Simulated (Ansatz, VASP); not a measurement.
**Two plane-wave programs on Be5Te2**

```
CELL_PARAMETERS angstrom
3.92000 0.00000 0.00000
-1.96000 3.39482 0.00000
0.00000 0.00000 8.10000
ATOMIC_POSITIONS crystal
Be 0.00000 0.00000 0.00000
Be 0.66667 0.33333 0.01000
Be 0.33333 0.66667 0.99000
Be 0.66667 0.33333 0.41000
Be 0.33333 0.66667 0.59000
Te 0.33333 0.66667 0.28500
Te 0.66667 0.33333 0.71500
```

Alike in both runs: task relaxation of cell and atoms; functional PBE; k mesh 5 × 5 × 2; occupations gaussian, width 0.2 eV; no spin polarisation.

|  | VASP | Ansatz |
| --- | --- | --- |
| version | VASP 6.6.1 | Ansatz 0.2.0 |
| potentials or method | VASP PAW PBE potentials, release 64 (Be, Te), cutoff 600 eV | scalar-relativistic, plane waves, PAW |
| valence electrons in the cell | 22 | 42 |

Ansatz gave:

```
gap on the k mesh at the Fermi level, each at its own relaxed structure (eV) : none
relaxed volume (Å³/atom)                                                     : 17.18
relaxed cell length with the largest relative difference (Å)                 : 9.396
```

Q: What did VASP give for the same quantities?

A: gap on the k mesh at the Fermi level, each at its own relaxed structure (eV): none; relaxed volume (Å³/atom): 17.56; relaxed cell length with the largest relative difference (Å): 9.543.

A gap of «none» marks a metal or a gap that the smearing closes. VASP's potentials hold 22 valence electrons a cell and Ansatz's 42, so a difference there can come from the potentials and not from the codes.

The k mesh is coarse, so the values compare programs but aren't converged. Spin-orbit coupling is off throughout.
